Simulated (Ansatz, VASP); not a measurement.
# In2Ga3P5 in VASP and in Ansatz

```
In Ga P
1.0
     0.00000   -4.00912    0.00000
     4.00912    0.00000    0.00000
    -2.00456    2.00456   14.30617
In Ga P
2 3 5
Cartesian
  0.0000 0.0000 11.4008
  2.0046 -2.0046 2.9054
  2.0046 -2.0046 8.4970
  0.0000 0.0000 0.0000
  0.0000 0.0000 5.8092
  2.0046 0.0000 9.8269
  0.0000 -2.0046 12.9746
  0.0000 -2.0046 1.3316
  2.0046 0.0000 4.4793
  0.0000 -2.0046 7.1531
```

Alike in both runs: task single point; functional PBE; k mesh 4 × 4 × 4; occupations gaussian, width 0.1 eV; no spin polarisation.

|  | VASP | Ansatz |
| --- | --- | --- |
| version | VASP 6.6.1 | Ansatz 0.2.0 |
| potentials or method | VASP PAW PBE potentials, release 64 (In_d, Ga_d, P), cutoff 520 eV | scalar-relativistic, plane waves, PAW |
| valence electrons in the cell | 90 | 90 |

Ansatz gave:

| Property | Result |
| --- | --- |
| gap on the k mesh at the Fermi level (eV) | 0.88 |
| least direct gap on the mesh (eV) | 0.88 |
| pressure (GPa) | 0.1 |
| traceless stress, the component that is largest in VASP (GPa) | -0.53 |
| rms of the force components (eV/Å) | 0.006 |

**Question.** What did VASP give for the same quantities?

**Answer.** gap on the k mesh at the Fermi level (eV): 0.88; least direct gap on the mesh (eV): 0.88; pressure (GPa): 0.2; traceless stress, the component that is largest in VASP (GPa): -0.53; rms of the force components (eV/Å): 0.005.

Atom by atom the forces differ by 0.001 eV/Å (rms over components). With one functional, cell and mesh, what is left measures potentials, basis and numerics.
